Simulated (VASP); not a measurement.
TaN:

```
Ta N
1.0
     2.93800    0.00000    0.00000
    -1.46900    2.54438    0.00000
     0.00000    0.00000    2.88300
Ta N
1 1
Direct
  0.33333 0.66667 0.50000
  0.00000 0.00000 0.00000
```

```yaml
Program: VASP 6.6.1
Task: relaxation of cell and atoms
Functional: PBE
Potentials_or_basis: VASP PAW PBE potentials, release 64 (Ta_sv_GW, N)
Cutoff: 600 eV
k_mesh: 10 × 10 × 9
Occupations: fermi-dirac, width 0.05 eV
Spin: no spin polarisation
Hubbard_terms: Ta d U = 6.0 eV
```

At the start: pressure 25.2 GPa; volume 10.78 Å³/atom.

Problem. How do energy, volume and symmetry change on relaxing?

Solution. Over 10 steps the energy falls by 58.2 meV/atom and the volume is 11.56 Å³/atom (+7.3 %); space group P-6m2 (No. 187, to 0.05 Å).

Step by step:
| step | energy change (eV) | largest force (eV/Å) | pressure (GPa) | volume (Å³) |
| --- | --- | --- | --- | --- |
| 1 | 0.0000 | 0.0000 | 25.21 | 21.55 |
| 2 | 0.4302 | 0.0000 | -36.10 | 27.28 |
| 3 | -0.1158 | 0.0000 | -1.28 | 23.21 |
| 4 | -0.1162 | 0.0000 | -0.07 | 23.12 |
| 5 | -0.1162 | 0.0000 | 0.36 | 23.09 |
| 6 | -0.1163 | 0.0000 | 0.28 | 23.10 |
| 7 | -0.1163 | 0.0000 | 0.31 | 23.10 |
| 8 | -0.1163 | 0.0000 | 0.31 | 23.10 |
| 9 | -0.1163 | 0.0000 | -0.49 | 23.16 |
| 10 | -0.1163 | 0.0000 | 0.00 | 23.12 |

Final structure:
```
CELL_PARAMETERS angstrom
3.00611 0.00000 0.00000
-1.50306 2.60337 0.00000
0.00000 0.00000 2.95429
ATOMIC_POSITIONS crystal
Ta 0.33333 0.66667 0.50000
N 0.00000 0.00000 0.00000
```

Caveat: U without spin polarisation on a metal has little footing.
